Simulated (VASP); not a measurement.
Crystal: BP.

```
CELL_PARAMETERS angstrom
0.00000 2.26832 2.26832
2.26832 0.00000 2.26832
2.26832 2.26832 0.00000
ATOMIC_POSITIONS crystal
B 0.00000 0.00000 0.00000
P 0.25000 0.25000 0.25000
```

Base run:

- Program: VASP 6.6.1
- Functional: PBE
- Potentials or basis: VASP PAW PBE potentials, release 64 (B, P)
- Cutoff: 520 eV
- k mesh: 6 × 6 × 6
- Occupations: tetrahedron
- Spin: no spin polarisation

Its results: band gap on the k mesh 1.33 eV, indirect (least direct gap 3.40 eV); pressure 1.2 GPa.

Question: The run is repeated on the same cell with these changes: k mesh from 6 × 6 × 6 to 5 × 5 × 5; occupations from tetrahedron to gaussian, width 0.01 eV. What comes out?

Answer: Band gap on the k mesh 1.23 eV, indirect (least direct gap 3.40 eV); pressure 1.4 GPa.

Caveats: some runs use coarse meshes.

A k mesh can miss the band edges.
